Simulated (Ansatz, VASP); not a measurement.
**Pt: VASP beside Ansatz**

File INCAR:

```
ALGO     = Fast           # electronic algorithm
EDIFF    = 1E-7           # SCF threshold, eV
ENCUT    = 520            # plane-wave cutoff, eV
ISIF     = 2              # what is computed and relaxed
ISMEAR   = 0              # smearing method
LASPH    = True           # aspherical terms in the spheres
LCHARG   = True           # write CHGCAR
LELF     = True           # ELF
LREAL    = False          # projectors in reciprocal space
LVHAR    = True         
LWAVE    = False          # write WAVECAR
NBANDS   = 11             # bands
NELM     = 100            # most SCF steps
PREC     = Accurate       # precision mode
SIGMA    = 0.15           # smearing width, eV
```

KPOINTS

```
k-points
0
Gamma
  20 20 20
```

POSCAR

```
Pt
1.0
   -0.1946767288      1.8883642697      1.8883642697
    1.8883642697     -0.1946767288      1.8883642697
    1.8883642697      1.8883642697     -0.1946767288
Pt
1
Direct
    0.0000000000      0.0000000000      0.0000000000
```

Input for Ansatz:

```yaml
crystal:
  lattice:
    - [-0.1946767288, 1.8883642697, 1.8883642697]
    - [1.8883642697, -0.1946767288, 1.8883642697]
    - [1.8883642697, 1.8883642697, -0.1946767288]
  atoms:
    - { symbol: Pt, position: [0.0, 0.0, 0.0] }
basis:
  ecutwfc: 420
kpoints:
  mp_grid: { grid: [20, 20, 20] }
hamiltonian:
  xc: lda
  pseudopotentials: { kind: paw, azcp: { folder: soft_1 } }
scf:
  occupations: { method: gaussian, width: 0.15 }
output:
  forces: true
  stress: true
  eigenvalues: true
```

Change from the starting cell: equal engineering shear yz, xz and xy -0.1000, equal normal strain along x, y and z +0.0200.

Alike in both runs: task single point; functional LDA; k mesh 20 × 20 × 20; occupations gaussian, width 0.15 eV; no spin polarisation.

|  | VASP | Ansatz |
| --- | --- | --- |
| version | VASP 6.6.1 | Ansatz 0.2.0 |
| potentials or method | VASP PAW LDA potentials, release 64 (Pt), cutoff 520 eV | scalar-relativistic, plane waves, PAW |
| valence electrons in the cell | 10 | 18 |

```tsv
	VASP	Ansatz	Ansatz less VASP
gap on the k mesh at the Fermi level (eV)	none	none	-
pressure (GPa)	-7.5	-8.1	-0.63
traceless stress, the component that is largest in VASP (GPa)	6.79	6.67	-0.118
```

Ansatz warns that its potentials were made for another functional, while VASP's fit it. LDA's correlation is that of Perdew and Zunger in VASP and of Perdew and Wang (1992) in Ansatz. A gap of «none» marks a metal or a gap that the smearing closes. VASP's potentials hold 10 valence electrons a cell and Ansatz's 18, so a difference there can come from the potentials and not from the codes.

Neither program's run includes spin-orbit coupling.
